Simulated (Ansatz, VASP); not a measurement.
**One calculation of SnSe4, two programs**

The input INCAR:

```
PREC = Accurate
ENCUT = 520
EDIFF = 1E-6
ISMEAR = 0
SIGMA = 0.1
LREAL = False
LASPH = True
NELM = 100
ALGO = Normal
ISIF = 2
LWAVE = False
LCHARG = True
GGA = PE
LELF = True
LVHAR = True
NBANDS = 27
```

Contents of KPOINTS:

```
regular mesh
0
Gamma
  4 4 4
```

The input POSCAR:

```
SnSe4
1.0
    5.2334296900      0.0000000000      0.0000000000
    0.0000000000      5.2334296900      0.0000000000
    0.0000000000      0.0000000000      5.2334296900
Sn Se
1 4
Direct
    0.5000000000      0.5000000000      0.5000000000
    0.0000000000      0.0000000000      0.0000000000
    0.5000000000      0.5000000000      0.0000000000
    0.5000000000      0.0000000000      0.5000000000
    0.0000000000      0.5000000000      0.5000000000
```

Input for Ansatz:

```yaml
crystal:
  lattice:
    - [5.23342969, 0.0, 0.0]
    - [0.0, 5.23342969, 0.0]
    - [0.0, 0.0, 5.23342969]
  atoms:
    - { symbol: Sn, position: [0.5, 0.5, 0.5] }
    - { symbol: Se, position: [0.0, 0.0, 0.0] }
    - { symbol: Se, position: [0.5, 0.5, 0.0] }
    - { symbol: Se, position: [0.5, 0.0, 0.5] }
    - { symbol: Se, position: [0.0, 0.5, 0.5] }
basis:
  ecutwfc: 420
kpoints:
  mp_grid: { grid: [4, 4, 4] }
hamiltonian:
  xc: pbe
scf:
  occupations: { method: gaussian, width: 0.1 }
  lower_state_search: "off"
output:
  forces: true
  stress: true
  eigenvalues: true
```

Change from the starting cell: species swapped into the Ni4N type (Pm-3m, No. 221).

Alike in both runs: task single point; functional PBE; k mesh 4 × 4 × 4; occupations gaussian, width 0.1 eV; no spin polarisation.

|  | VASP | Ansatz |
| --- | --- | --- |
| version | VASP 6.6.1 | Ansatz 0.2.0 |
| potentials or method | VASP PAW PBE potentials, release 64 (Sn_d, Se), cutoff 520 eV | scalar-relativistic, plane waves, PAW |
| valence electrons in the cell | 38 | 78 |

|  | VASP | Ansatz | Ansatz less VASP |
| --- | --- | --- | --- |
| gap on the k mesh at the Fermi level (eV) | none | none | - |
| pressure (GPa) | 0.7 | 0.7 | -0.02 |

A gap of «none» marks a metal or a gap that the smearing closes. VASP's potentials hold 38 valence electrons a cell and Ansatz's 78, so a difference there can come from the potentials and not from the codes.
